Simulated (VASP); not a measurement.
Rh: single point with LDA

Crystal: Rh.

```
CELL_PARAMETERS angstrom
2.69235 0.00000 0.00000
-1.34617 2.33164 0.00000
0.00000 0.00000 4.39661
ATOMIC_POSITIONS crystal
Rh 0.33333 0.66667 0.25000
Rh 0.66667 0.33333 0.75000
```

- Program: VASP 6.6.1
- Task: single point
- Functional: LDA
- Potentials or basis: VASP PAW LDA potentials, release 64 (Rh_pv)
- Cutoff: 500 eV
- k mesh: 9 × 9 × 4
- Occupations: gaussian, width 0.1 eV
- Spin: no spin polarisation

| Quantity | Value |
| --- | --- |
| Pressure | -10.8 GPa |
| Band gap on the k mesh | zero (band 15 reaches 12.32 eV, above the bottom of band 16 at 10.22 eV) |

Stress tensor (GPa, compression positive):
```
 -9.62   0.00   0.00
  0.00  -9.62   0.00
  0.00   0.00 -13.18
```

Levels at points of the mesh, in eV from the Fermi level:
| k point | band 13 | band 14 | band 15 | band 16 | band 17 | band 18 |
| --- | --- | --- | --- | --- | --- | --- |
| (0.00, 0.00, 0.00) | -2.45 | -1.76 | -1.76 | 0.23 | 0.23 | 0.69 |
| (0.00, 0.00, 0.50) | -3.05 | -3.05 | -0.35 | -0.35 | -0.35 | -0.35 |

It took 10 s on 1 thread of Intel Xeon 6975P-C (shared host), peak memory 0.14 GiB.
